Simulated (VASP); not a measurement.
# ZrB2 (P6/mmm) in VASP: further runs

ZrB2 is run at these levels: LDA; tasks: single point.

Everything below comes from runs of VASP 6.6.1. Logs are shortened: lines on timing, memory, paths and dates and some standing lists are left out, and cuts for length are marked.

## 1. The cell of the first run

It takes space group P6/mmm (No. 191, hexagonal). Conventional cell: a = 3.329 Å, b = 3.329 Å, c = 3.090 Å, α = 90.00°, β = 90.00°, γ = 120.00°. Zr (site symmetry 6/mmm) has 12 B at 2.47 Å and 2 Zr at 3.09 Å within 3.3 Å. B (site symmetry -6m2) has 3 B at 1.92 Å and 6 Zr at 2.47 Å within 2.5 Å.

## 2. Single point, LDA (volume 9.883 Å^3 an atom, c/a of the conventional cell 0.9284)

INCAR

```
SYSTEM = ZrB2
PREC = Accurate
ENCUT = 520
EDIFF = 1E-6
ISMEAR = 0
SIGMA = 0.15
LREAL = .FALSE.
LASPH = .TRUE.
NELM = 80
ALGO = Normal
ISIF = 2
LWAVE = .FALSE.
LCHARG = .FALSE.
GGA = CA
NBANDS = 16
```

KPOINTS

```
Automatic mesh
0
G
  18 18 12
  0 0 0
```

POSCAR

```
ZrB2
1.0
    3.3285038084      0.0000000000      0.0000000000
   -1.6642519042      2.8825688546      0.0000000000
    0.0000000000      0.0000000000      3.0901829357
Zr B
1 2
Direct
    0.0000000000      0.0000000000      0.0000000000
    0.3333333333      0.6666666667      0.5000000000
    0.6666666667      0.3333333333      0.5000000000
```

Potentials or basis: VASP PAW LDA potentials, release 64 (Zr_sv, B).

Started as:

```sh
$ cat potpaw_LDA.64/Zr_sv/POTCAR potpaw_LDA.64/B/POTCAR > POTCAR
$ mpirun -np 1 vasp_std > vasp.out
```

OUTCAR:

```text
SYSTEM = ZrB2
   PREC = Accurate
   ENCUT = 520
   EDIFF = 1E-6
   ISMEAR = 0
   LREAL = .FALSE.
   LASPH = .TRUE.
   NELM = 80
   ISIF = 2
   GGA = CA

 ion  position               nearest neighbor table
   1  0.000  0.000  0.000-   2 2.47   3 2.47   2 2.47   3 2.47   2 2.47   2 2.47   3 2.47   3 2.47
                             3 2.47   3 2.47   2 2.47   2 2.47
   2  0.333  0.667  0.500-   3 1.92   3 1.92   3 1.92   1 2.47   1 2.47   1 2.47   1 2.47   1 2.47
                             1 2.47
   3  0.667  0.333  0.500-   2 1.92   2 1.92   2 1.92   1 2.47   1 2.47   1 2.47   1 2.47   1 2.47
                             1 2.47

  LATTYP: Found a hexagonal cell.
 ALAT       =     3.3285038084
 C/A-ratio  =     0.9284000000

  Lattice vectors:

 A1 = (   3.3285038084,   0.0000000000,   0.0000000000)
 A2 = (  -1.6642519042,   2.8825688546,   0.0000000000)
 A3 = (   0.0000000000,   0.0000000000,   3.0901829357)

Analysis of symmetry for initial positions (statically):
=====================================================================
 Subroutine PRICEL returns:
 Original cell was already a primitive cell.

 Routine SETGRP: Setting up the symmetry group for a
 hexagonal supercell.

 Subroutine GETGRP returns: Found 24 space group operations
 (whereof 24 operations were pure point group operations)
 out of a pool of 24 trial point group operations.

The static configuration has the point symmetry D_6h.

Analysis of symmetry for dynamics (positions and initial velocities):
=====================================================================
 Subroutine PRICEL returns:
 Original cell was already a primitive cell.

 Routine SETGRP: Setting up the symmetry group for a
 hexagonal supercell.

 Subroutine GETGRP returns: Found 24 space group operations
 (whereof 24 operations were pure point group operations)
 out of a pool of 24 trial point group operations.

The dynamic configuration has the point symmetry D_6h.

 Subroutine INISYM returns: Found 24 space group operations
 (whereof 24 operations are pure point group operations),
 and found     1 'primitive' translations

----------------------------------------------------------------------------------------

                                     Primitive cell

  volume of cell :      29.6492

  direct lattice vectors                    reciprocal lattice vectors
     3.328503808  0.000000000  0.000000000     0.300435288  0.173456394  0.000000000
[... 85 lines left out ...]
   LASPH  =      T    aspherical Exc in radial PAW
   ENCUT  =  520.0 eV  38.22 Ry    6.18 a.u.   6.19  6.19  5.75*2*pi/ulx,y,z
   NELM   =     80;   NELMIN=  2; NELMDL= -5     # of ELM steps
   EDIFF  = 0.1E-05   stopping-criterion for ELM
   LREAL  =      F    real-space projection
   EDIFFG = 0.1E-04   stopping-criterion for IOM
   NSW    =      0    number of steps for IOM
   IBRION =     -1    ionic relax: 0-MD 1-quasi-New 2-CG
   NFREE  =      0    steps in history (QN), initial steepest desc. (CG)
   ISIF   =      2    stress and relaxation
   ISYM   =      2    0-nonsym 1-usesym 2-fastsym
   POTIM  = 0.5000    time-step for ionic-motion
   TEBEG  =    0.0;   TEEND  =   0.0 temperature during run
   PSTRESS=    0.0 pullay stress
   NELECT =      18.0000    total number of electrons
   NUPDOWN=      -1.0000    fix difference up-down
   EMIN   =  10.00;   EMAX   =-10.00  energy-range for DOS
   EFERMI =   0.00;   METHOD = LEGACY
   ISMEAR =     0;   SIGMA  =   0.15  broadening in eV -4-tet -1-fermi 0-gaus
   EFERMI_NEDOS =   21; number of points for ismear=-14 and -15
   IALGO  =     38    algorithm
   IMIX   =      4    mixing-type and parameters
     AMIX     =   0.40;   BMIX     =  1.00
     AMIX_MAG =   1.60;   BMIX_MAG =  1.00
  volume/ion in A,a.u.               =       9.88        66.69
  Fermi-wavevector in a.u.,A,eV,Ry     =   1.386207  2.619551 26.144537  1.921569
  Thomas-Fermi vector in A             =   2.510544
   LORBIT       =      0    0 simple, 1 ext, 2 COOP (PROOUT), +10 PAW based schemes
   GGA     = CA    functional components
   LHFCALC =     F    Hartree Fock is set to
   AEXX    =    0.0000 exact exchange contribution
   IVDW    =     0    specifies the selected vdW correction
   LEPSILON=     F    determine dielectric tensor
   LRPA    =     F    only Hartree local field effects (RPA)
 non-spin polarized calculation
 Gauss-broadening in eV      SIGMA  =   0.15
  energy-cutoff  :      520.00
  volume of cell :       29.65
 maximum number of plane-waves:       822
 NGX is ok and might be reduce to    28
   NGX = 13   NGY = 13   NGZ = 11

 number of electron      18.0000000 magnetization

 Free energy of the ion-electron system (eV)
  ---------------------------------------------------
  ext. energy  EPLUGINS =         0.00000000
  ---------------------------------------------------
  free energy    TOTEN  =       -26.79508760 eV

  energy without entropy =      -26.79251460  energy(sigma->0) =      -26.79380110

 E-fermi :  10.6963     XC(G=0): -12.7760

 val. band max:       10.6929977717   @ k =   0.2778   0.2778   0.0000
 cond. band min:      10.7001921637   @ k =   0.3333   0.2222   0.0000
 fundamental gap:      0.0071943920
 Fermi energy:        10.6962661289

 k-point     1 :       0.0000    0.0000    0.0000
  band No.  band energies     occupation
      1     -37.1282      2.00000
      2     -15.1978      2.00000
      3     -15.1456      2.00000
      4     -15.1456      2.00000
      5      -1.5591      2.00000
      6       6.9997      2.00000
[... 433 lines left out ...]
      3     -15.3666      2.00000
      4     -15.0877      2.00000
      5       1.6407      2.00000
      6       2.9881      2.00000
[... 8 lines left out ...]
     15      19.8679      0.00000
     16      20.7064      0.00000

 [... further k-points ...]
[... 5 lines left out ...]
  --------------------------------------------------------------------------------------
  -------------------------------------------------------------------------------------
  Total       -3.5394632     -3.5394632      7.6043529      0.0000000      0.0000000     -0.0000000
  in kB     -191.2648003   -191.2648003    410.9224858      0.0000000      0.0000000     -0.0000000
  external PRESSURE =       9.4642951 kB  Pullay stress =       0.0000000 kB

 VOLUME and BASIS-vectors are now :
 -----------------------------------------------------------------------------
  energy-cutoff  :      520.00
  volume of cell :       29.65
      direct lattice vectors                 reciprocal lattice vectors
     3.328503808  0.000000000  0.000000000     0.300435288  0.173456394  0.000000000
    -1.664251904  2.882568855  0.000000000     0.000000000  0.346912789  0.000000000
     0.000000000  0.000000000  3.090182936     0.000000000  0.000000000  0.323605437

 POSITION                                       TOTAL-FORCE (eV/Angst)
 -----------------------------------------------------------------------------------
      0.00000      0.00000      0.00000         0.000000      0.000000      0.000000
     -0.00000      1.92171      1.54509         0.000000      0.000000      0.000000
      1.66425      0.96086      1.54509        -0.000000     -0.000000     -0.000000
 -----------------------------------------------------------------------------------
    total drift:                               -0.000000      0.000000      0.000000

  FREE ENERGIE OF THE ION-ELECTRON SYSTEM (eV)
  ---------------------------------------------------
  free  energy   TOTEN  =       -26.7950875991 eV

  energy  without entropy=      -26.7925145992  energy(sigma->0) =      -26.79380110
```

OSZICAR:

```text
N       E                     dE             d eps       ncg     rms          rms(c)
DAV:   1     0.102504523203E+03    0.10250E+03   -0.97294E+03  8288   0.112E+03
DAV:   2    -0.247101376951E+02   -0.12721E+03   -0.12233E+03 10920   0.294E+02
DAV:   3    -0.288707140293E+02   -0.41606E+01   -0.41437E+01 12592   0.454E+01
DAV:   4    -0.289299576591E+02   -0.59244E-01   -0.59235E-01 10168   0.501E+00
DAV:   5    -0.289311380615E+02   -0.11804E-02   -0.11804E-02 12320   0.490E-01    0.257E+01
DAV:   6    -0.268547356142E+02    0.20764E+01   -0.44123E+00 10592   0.148E+01    0.105E+01
DAV:   7    -0.267986386881E+02    0.56097E-01   -0.62926E-01 12688   0.481E+00    0.351E+00
DAV:   8    -0.267996645592E+02   -0.10259E-02   -0.96041E-02 10280   0.274E+00    0.389E-01
DAV:   9    -0.267950998767E+02    0.45647E-02   -0.16541E-02 10192   0.112E+00    0.900E-02
DAV:  10    -0.267951004712E+02   -0.59454E-06   -0.49184E-04  9624   0.160E-01    0.469E-02
DAV:  11    -0.267950897685E+02    0.10703E-04   -0.25631E-05 10768   0.436E-02    0.201E-02
DAV:  12    -0.267950877579E+02    0.20105E-05   -0.84248E-06 10784   0.271E-02    0.557E-03
DAV:  13    -0.267950875991E+02    0.15882E-06   -0.10016E-06  5744   0.747E-03
   1 F= -.26795088E+02 E0= -.26793801E+02  d E =-.257300E-02
```

Wall time 66 s (1 thread of Intel Xeon Platinum 8488C (Sapphire Rapids), shared host); peak memory 0.23 GiB.

Results:

```yaml
Free_energy: -26.7951 eV
Pressure: 0.9 GPa
Band_gap_on_the_k_mesh: zero (band 9 reaches 11.38 eV, above the bottom of band 10 at 9.65 eV)
```

Stress tensor (GPa, compression positive):
```
-19.13   0.00   0.00
  0.00 -19.13   0.00
  0.00   0.00  41.09
```

Levels at points of the mesh, in eV from the Fermi level:
```tsv
k point	band 6	band 7	band 8	band 9	band 10	band 11	band 12	band 13
(0.00, 0.00, 0.00)	-3.70	-3.70	-2.16	-0.39	2.91	3.96	3.96	4.49
(0.50, 0.00, 0.00)	-8.12	-3.06	-2.81	-2.23	3.16	3.41	3.80	4.36
(0.00, 0.00, 0.50)	-6.77	-1.33	-1.33	-1.05	-1.05	0.91	0.91	3.60
(0.50, 0.00, 0.50)	-6.03	-5.19	-4.16	-2.05	4.12	4.89	5.91	7.48
```

## 3. Single point, LDA (volume 9.883 Å^3 an atom, c/a of the conventional cell 1.3361)

INCAR

```
PREC = Accurate
ENCUT = 520
EDIFF = 1E-7
ISMEAR = 0
SIGMA = 0.15
LREAL = False
LASPH = True
NELM = 60
ALGO = Normal
ISIF = 2
LWAVE = False
LCHARG = False
GGA = CA
NBANDS = 16
```

KPOINTS

```
regular mesh
0
Gamma
  18 18 12
```

POSCAR

```
ZrB2
1.0
    2.9481378110      0.0000000000      0.0000000000
   -1.4740689055      2.5531622381      0.0000000000
    0.0000000000      0.0000000000      3.9390069292
Zr B
1 2
Direct
    0.0000000000      0.0000000000      0.0000000000
    0.3333333333      0.6666666667      0.5000000000
    0.6666666667      0.3333333333      0.5000000000
```

Potentials or basis: VASP PAW LDA potentials, release 64 (Zr_sv, B).

Started as:

```sh
$ cat potpaw_LDA.64/Zr_sv/POTCAR potpaw_LDA.64/B/POTCAR > POTCAR
$ mpirun -np 1 vasp_std > vasp.out
```

Wall time 49 s (1 thread of Intel Xeon Platinum 8488C (Sapphire Rapids), shared host); peak memory 0.23 GiB.

The run converged. Its results:

```
Free energy            : -26.7737 eV
Pressure               : 6.3 GPa
Band gap on the k mesh : zero (band 9 reaches 10.82 eV, above the bottom of band 10 at 9.96 eV)
```

Stress tensor (GPa, compression positive):
```
 26.80   0.00   0.00
  0.00  26.80   0.00
  0.00   0.00 -34.76
```

Levels at points of the mesh, in eV from the Fermi level:
```tsv
k point	band 5	band 6	band 7	band 8	band 9	band 10	band 11	band 12	band 13	band 14
(0.00, 0.00, 0.00)	-12.48	-3.13	-2.85	-0.94	-0.94	3.43	3.43	4.32	4.32	7.31
(0.50, 0.00, 0.00)	-8.38	-7.80	-4.37	-2.54	-2.17	2.46	2.85	5.58	6.79	6.93
(0.00, 0.00, 0.50)	-10.92	-6.72	-0.42	0.42	0.42	1.19	1.19	2.58	2.58	7.58
(0.50, 0.00, 0.50)	-9.18	-6.92	-3.78	-3.26	-1.22	2.34	4.25	5.92	5.99	6.89
```
